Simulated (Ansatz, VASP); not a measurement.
## Two plane-wave programs on Se

INCAR

```
SYSTEM = Se
PREC = Accurate
ENCUT = 520
EDIFF = 1E-8
ISMEAR = -1
SIGMA = 0.03
LREAL = .False.
LASPH = .True.
NELM = 60
ALGO = Normal
ISIF = 2
LWAVE = .False.
LCHARG = .False.
GGA = PE
LEFG = .True.
NBANDS = 16
```

File KPOINTS:

```
regular mesh
0
Gamma
  8 8 6
  0 0 0
```

The input POSCAR:

```
Se
1.0
    4.3259394702      0.0000000000      0.0000000000
   -2.1629697351      3.7463734764      0.0000000000
    0.0000000000      0.0000000000      4.9162312139
Se
3
Direct
    0.2170000000      0.0000000000      0.1666666667
    0.0000000000      0.2170000000      0.8333333333
    0.7830000000      0.7830000000      0.5000000000
```

Input for Ansatz:

```yaml
crystal:
  lattice:
    - [4.3259394702, 0.0, 0.0]
    - [-2.1629697351, 3.7463734764, 0.0]
    - [0.0, 0.0, 4.9162312139]
  atoms:
    - { symbol: Se, position: [0.217, 0.0, 0.1666666667] }
    - { symbol: Se, position: [0.0, 0.217, 0.8333333333] }
    - { symbol: Se, position: [0.783, 0.783, 0.5] }
kpoints:
  mp_grid: { grid: [8, 8, 6] }
scf:
  occupations: { method: fermi_dirac, width: 0.03 }
hamiltonian:
  xc: pbe
  pseudopotentials: { kind: paw }
output:
  forces: true
  stress: true
  eigenvalues: true
  efg: { contact_densities: true }
  write_density: true
  write_potential: true
  elf: true
  volumetric_format: npy
```

Change from the starting cell: volume scaled by 0.98, PAW files.

Alike in both runs: task electric field gradients; functional PBE; k mesh 8 × 8 × 6; occupations fermi-dirac, width 0.03 eV; no spin polarisation.

|  | VASP | Ansatz |
| --- | --- | --- |
| version | VASP 6.6.1 | Ansatz 0.2.0 |
| potentials or method | VASP PAW PBE potentials, release 64 (Se) | PAW with Ansatz's default frozen-core files, scalar-relativistic |
| plane-wave cutoff (eV) | 520 | 420 |
| valence electrons in the cell | 18 | 48 |

```csv
,VASP,Ansatz,Ansatz less VASP
gap on the k mesh at the Fermi level (eV),1.12,1.13,+0.016
pressure (GPa),7.2,7.0,-0.20
"traceless stress, the component that is largest in VASP (GPa)",2.53,2.45,-0.084
rms of the force components (eV/Å),0.836,0.808,-0.0282
size of Vzz on the site where it differs most (V/Å²),487.3,506.2,+18.86
```

Atom by atom the forces differ by 0.028 eV/Å (rms over components). The functional is the same, so the differences come from potentials, cutoffs and numerics. VASP's potentials hold 18 valence electrons a cell and Ansatz's 48, so a difference there can come from the potentials and not from the codes.
